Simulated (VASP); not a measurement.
# Bi (Im-3m) in VASP: notebook

Aim: see how the results for Bi move with the level of theory and the settings. Levels: BLYP+D4, PBE. Tasks: single point, relaxation of cell and atoms.

Program: VASP 6.6.1. These are calculated values, not measurements. Logs are shortened: lines on timing, memory, paths and dates and some standing lists are left out, and cuts for length are marked.

**1. The cell of the first run**

Symmetry: Im-3m, No. 229, cubic system. The conventional cell has a = 3.966 Å, b = 3.966 Å, c = 3.966 Å, α = 90.00°, β = 90.00°, γ = 90.00°. Bi (site symmetry m-3m) has 14 Bi at 3.43 to 3.97 Å within 4.5 Å.

This isn't the form of Bi at room conditions, which is rhombohedral.

**2. Single point, BLYP+D4**

Contents of INCAR:

```
AGGAC = 1.0 ; AGGAX = 1.0
ALDAC = 0.0 ; ALDAX = 1.0
ALGO = Normal ; EDIFF = 1E-6
ENCUT = 500 ; GGA = B5
GGA_COMPAT = F ; ISIF = 2
ISMEAR = -1 ; IVDW = 13
LASPH = T ; LCHARG = F
LREAL = F ; LWAVE = F
NBANDS = 14 ; NELM = 120
PREC = Accurate ; SIGMA = 0.05
VDW_A1 = 0.44488865 ; VDW_A2 = 4.0933009
VDW_S6 = 1.0 ; VDW_S8 = 2.34076671
```

Contents of KPOINTS:

```
k-points
0
Gamma
  9 9 9
```

Contents of POSCAR:

```
Bi
1.0
   -1.9829926153      1.9829926153      1.9829926153
    1.9829926153     -1.9829926153      1.9829926153
    1.9829926153      1.9829926153     -1.9829926153
Bi
1
Direct
    0.0000000000      0.0000000000      0.0000000000
```

Potentials or basis: VASP PAW PBE potentials, release 64 (Bi_d).

On the command line:

```sh
$ cat potpaw_PBE.64/Bi_d/POTCAR > POTCAR
$ mpirun -np 1 vasp_std > vasp.out
```

OUTCAR:

```text
EDIFF = 1E-6
   ENCUT = 500
   GGA = B5
   ISIF = 2
   ISMEAR = -1
   IVDW = 13
   LASPH = T
   LREAL = F
   NELM = 120
   PREC = Accurate

 ion  position               nearest neighbor table
   1  0.000  0.000  0.000-

  LATTYP: Found a body centered cubic cell.
 ALAT       =     3.9659852306

  Lattice vectors:

 A1 = (  -1.9829926153,   1.9829926153,   1.9829926153)
 A2 = (   1.9829926153,  -1.9829926153,   1.9829926153)
 A3 = (   1.9829926153,   1.9829926153,  -1.9829926153)

Analysis of symmetry for initial positions (statically):
=====================================================================
 Subroutine PRICEL returns:
 Original cell was already a primitive cell.

 Routine SETGRP: Setting up the symmetry group for a
 body centered cubic supercell.

 Subroutine GETGRP returns: Found 48 space group operations
 (whereof 48 operations were pure point group operations)
 out of a pool of 48 trial point group operations.

The static configuration has the point symmetry O_h .

Analysis of symmetry for dynamics (positions and initial velocities):
=====================================================================
 Subroutine PRICEL returns:
 Original cell was already a primitive cell.

 Routine SETGRP: Setting up the symmetry group for a
 body centered cubic supercell.

 Subroutine GETGRP returns: Found 48 space group operations
 (whereof 48 operations were pure point group operations)
 out of a pool of 48 trial point group operations.

The dynamic configuration has the point symmetry O_h .

 Subroutine INISYM returns: Found 48 space group operations
 (whereof 48 operations are pure point group operations),
 and found     1 'primitive' translations

----------------------------------------------------------------------------------------

                                     Primitive cell

  volume of cell :      31.1906

  direct lattice vectors                    reciprocal lattice vectors
    -1.982992615  1.982992615  1.982992615     0.000000000  0.252144156  0.252144156
     1.982992615 -1.982992615  1.982992615     0.252144156  0.000000000  0.252144156
     1.982992615  1.982992615 -1.982992615     0.252144156  0.252144156  0.000000000

  length of vectors
     3.434643961  3.434643961  3.434643961     0.356585686  0.356585686  0.356585686

  position of ions in fractional coordinates (direct lattice)
     0.000000000  0.000000000  0.000000000

  ion indices of the primitive-cell ions
   primitive index   ion index
                 1           1

----------------------------------------------------------------------------------------

 KPOINTS: k-points

Automatic generation of k-mesh.
 Grid dimensions read from file:
 generate k-points for:    9    9    9

 Generating k-lattice:

  Cartesian coordinates                     Fractional coordinates (reciprocal lattice)
     0.000000000  0.028016017  0.028016017     0.111111111  0.000000000  0.000000000
     0.028016017  0.000000000  0.028016017     0.000000000  0.111111111  0.000000000
     0.028016017  0.028016017  0.000000000     0.000000000  0.000000000  0.111111111

  Length of vectors
     0.039620632  0.039620632  0.039620632

  Shift w.r.t. Gamma in fractional coordinates (k-lattice)
     0.000000000  0.000000000  0.000000000

 Subroutine IBZKPT returns following result:
 ===========================================

 Found     35 irreducible k-points:

 Following reciprocal coordinates:
            Coordinates               Weight
  0.000000  0.000000  0.000000      1.000000
  0.111111  0.000000  0.000000     12.000000
  0.222222  0.000000  0.000000     12.000000
  0.333333  0.000000  0.000000     12.000000
  0.444444  0.000000  0.000000     12.000000
  0.111111  0.111111  0.000000     24.000000
[... 16 lines left out ...]
 -0.333333  0.444444  0.111111     48.000000
 -0.444444 -0.444444  0.111111     24.000000
 [... further k-points ...]
   k-points           NKPTS =     35   k-points in BZ     NKDIM =     35   number of bands    NBANDS=     14
   number of dos      NEDOS =    301   number of ions     NIONS =      1
   total plane-waves  NPLWV =  21952
   dimension x,y,z NGX =    28 NGY =   28 NGZ =   28
   dimension x,y,z NGXF=    56 NGYF=   56 NGZF=   56
   ions per type =               1
   NGX,Y,Z   is equivalent  to a cutoff of  13.55, 13.55, 13.55 a.u.
   NGXF,Y,Z  is equivalent  to a cutoff of  27.11, 27.11, 27.11 a.u.
 SYSTEM =  unknown system
   PREC   = accura    normal or accurate (medium, high low for compatibility)
   ISTART =      0    job   : 0-new  1-cont  2-samecut
   ICHARG =      2    charge: 1-file 2-atom 10-const
   ISPIN  =      1    spin polarized calculation?
   LNONCOLLINEAR =      F non collinear calculations
   LSORBIT =      F    spin-orbit coupling
   LASPH  =      T    aspherical Exc in radial PAW
   ENCUT  =  500.0 eV  36.75 Ry    6.06 a.u.   6.26  6.26  6.26*2*pi/ulx,y,z
   NELM   =    120;   NELMIN=  2; NELMDL= -5     # of ELM steps
   EDIFF  = 0.1E-05   stopping-criterion for ELM
   LREAL  =      F    real-space projection
   EDIFFG = 0.1E-04   stopping-criterion for IOM
   NSW    =      0    number of steps for IOM
   IBRION =     -1    ionic relax: 0-MD 1-quasi-New 2-CG
   NFREE  =      0    steps in history (QN), initial steepest desc. (CG)
   ISIF   =      2    stress and relaxation
   ISYM   =      2    0-nonsym 1-usesym 2-fastsym
   POTIM  = 0.5000    time-step for ionic-motion
   TEBEG  =    0.0;   TEEND  =   0.0 temperature during run
   PSTRESS=    0.0 pullay stress
   NELECT =      15.0000    total number of electrons
   NUPDOWN=      -1.0000    fix difference up-down
   EMIN   =  10.00;   EMAX   =-10.00  energy-range for DOS
   EFERMI =   0.00;   METHOD = LEGACY
   ISMEAR =    -1;   SIGMA  =   0.05  broadening in eV -4-tet -1-fermi 0-gaus
   EFERMI_NEDOS =   21; number of points for ismear=-14 and -15
   IALGO  =     38    algorithm
   IMIX   =      4    mixing-type and parameters
     AMIX     =   0.40;   BMIX     =  1.00
     AMIX_MAG =   1.60;   BMIX_MAG =  1.00
  volume/ion in A,a.u.               =      31.19       210.48
  Fermi-wavevector in a.u.,A,eV,Ry     =   1.282618  2.423797 22.383082  1.645110
  Thomas-Fermi vector in A             =   2.414919
   LORBIT       =      0    0 simple, 1 ext, 2 COOP (PROOUT), +10 PAW based schemes
   GGA     = B5    functional components
   LHFCALC =     F    Hartree Fock is set to
   AEXX    =    0.0000 exact exchange contribution
   IVDW    =    13    specifies the selected vdW correction
   LEPSILON=     F    determine dielectric tensor
   LRPA    =     F    only Hartree local field effects (RPA)
 non-spin polarized calculation
  energy-cutoff  :      500.00
  volume of cell :       31.19
 maximum number of plane-waves:       806
 NGX is ok and might be reduce to    28
   NGX = 13   NGY = 13   NGZ = 13

 number of electron      14.9999995 magnetization

 Free energy of the ion-electron system (eV)
  ---------------------------------------------------
  ext. energy  EPLUGINS =         0.00000000
  ---------------------------------------------------
  free energy    TOTEN  =        -2.94115662 eV

  energy without entropy =       -2.93737670  energy(sigma->0) =       -2.93926666

 E-fermi :   8.4042     XC(G=0):  -9.6577

 val. band max:        8.3717649203   @ k =   0.2222   0.0000   0.0000
 cond. band min:       8.4054166429   @ k =  -0.2222   0.2222   0.1111
 fundamental gap:      0.0336517226
 Fermi energy:         8.4041926189

 k-point     1 :       0.0000    0.0000    0.0000
  band No.  band energies     occupation
      1     -14.5863      2.00000
      2     -14.5863      2.00000
      3     -14.5863      2.00000
      4     -14.4542      2.00000
      5     -14.4542      2.00000
      6      -5.1471      2.00000
      7      13.3057      0.00000
      8      13.3057      0.00000
      9      13.3057      0.00000
     10      17.9032      0.00000
     11      19.1262      0.00000
     12      19.1262      0.00000
     13      19.1262      0.00000
     14      20.1203      0.00000

 k-point     2 :       0.1111    0.0000    0.0000
  band No.  band energies     occupation
      1     -14.5910      2.00000
      2     -14.5783      2.00000
      3     -14.5618      2.00000
      4     -14.4595      2.00000
      5     -14.4552      2.00000
      6      -4.9257      2.00000
      7      11.4177      0.00000
      8      12.6902      0.00000
      9      13.1273      0.00000
     10      17.4733      0.00000
     11      18.1573      0.00000
     12      18.8739      0.00000
     13      19.3486      0.00000
     14      21.0199      0.00000

 k-point     3 :       0.2222    0.0000    0.0000
  band No.  band energies     occupation
      1     -14.6027      2.00000
      2     -14.5620      2.00000
      3     -14.4990      2.00000
      4     -14.4698      2.00000
      5     -14.4576      2.00000
      6      -4.2792      2.00000
      7       8.3718      1.31337
      8      11.5069      0.00000
      9      12.6647      0.00000
     10      16.0455      0.00000
     11      17.1776      0.00000
     12      19.0020      0.00000
     13      20.4844      0.00000
     14      23.0284      0.00000
[... 324 lines left out ...]
 k-point    23 :      -0.3333    0.4444    0.1111
  band No.  band energies     occupation
      1     -14.5726      2.00000
      2     -14.5352      2.00000
      3     -14.4890      2.00000
      4     -14.4715      2.00000
      5     -14.4045      2.00000
      6      -2.2967      2.00000
      7       4.9796      2.00000
      8       7.9236      1.99987
      9      11.0092      0.00000
     10      15.8888      0.00000
     11      16.8505      0.00000
     12      19.8826      0.00000
     13      20.2103      0.00000
     14      23.7556      0.00000

 k-point    24 :      -0.4444   -0.4444    0.1111
  band No.  band energies     occupation
      1     -14.5751      2.00000
      2     -14.5388      2.00000
      3     -14.4954      2.00000
      4     -14.4600      2.00000
      5     -14.3850      2.00000
      6      -1.7663      2.00000
      7       4.1065      2.00000
      8       7.5578      2.00000
      9      10.9475      0.00000
     10      16.0001      0.00000
     11      17.4426      0.00000
     12      18.5146      0.00000
     13      19.9350      0.00000
     14      26.0828      0.00000

 [... further k-points ...]

------------------------ aborting loop because EDIFF is reached ----------------------------------------

  DFT-D4 for vdW energy calculation

  Edisp (eV):   -1.01661

  FORCE on cell =-STRESS in cart. coord.  units (eV):
  Direction    XX          YY          ZZ          XY          YZ          ZX
  --------------------------------------------------------------------------------------
  -------------------------------------------------------------------------------------
  Total       0.02466     0.02466     0.02466    -0.00000     0.00000    -0.00000
  in kB       1.26662     1.26662     1.26662    -0.00000     0.00000    -0.00000
  external pressure =        1.27 kB  Pullay stress =        0.00 kB

 VOLUME and BASIS-vectors are now :
 -----------------------------------------------------------------------------
  energy-cutoff  :      500.00
  volume of cell :       31.19
      direct lattice vectors                 reciprocal lattice vectors
    -1.982992615  1.982992615  1.982992615     0.000000000  0.252144156  0.252144156
     1.982992615 -1.982992615  1.982992615     0.252144156  0.000000000  0.252144156
     1.982992615  1.982992615 -1.982992615     0.252144156  0.252144156  0.000000000

 POSITION                                       TOTAL-FORCE (eV/Angst)
 -----------------------------------------------------------------------------------
      0.00000      0.00000      0.00000        -0.000000      0.000000      0.000000
 -----------------------------------------------------------------------------------
    total drift:                               -0.000000     -0.000000     -0.000000

  FREE ENERGIE OF THE ION-ELECTRON SYSTEM (eV)
  ---------------------------------------------------
  free  energy   TOTEN  =        -3.9577686101 eV

  energy  without entropy=       -3.9539886911  energy(sigma->0) =       -3.95587865
```

Run time: 16 s. Hardware: 1 thread of Intel Xeon Platinum 8375C at 2.90GHz (Ice Lake), shared host; peak memory 0.16 GiB.

What came out:

* Free energy: -3.9578 eV
* Pressure: 0.1 GPa
* Band gap on the k mesh: zero (an odd number of electrons rules out a gap without spin polarisation)
* Dispersion energy per atom: -1.017 eV

Caveat: the PAW data sets were made with another functional, which shifts forces and pressure a little; spin-orbit coupling is left out, which moves the levels of the heavy elements.

(Continued in part 2 of 2.)
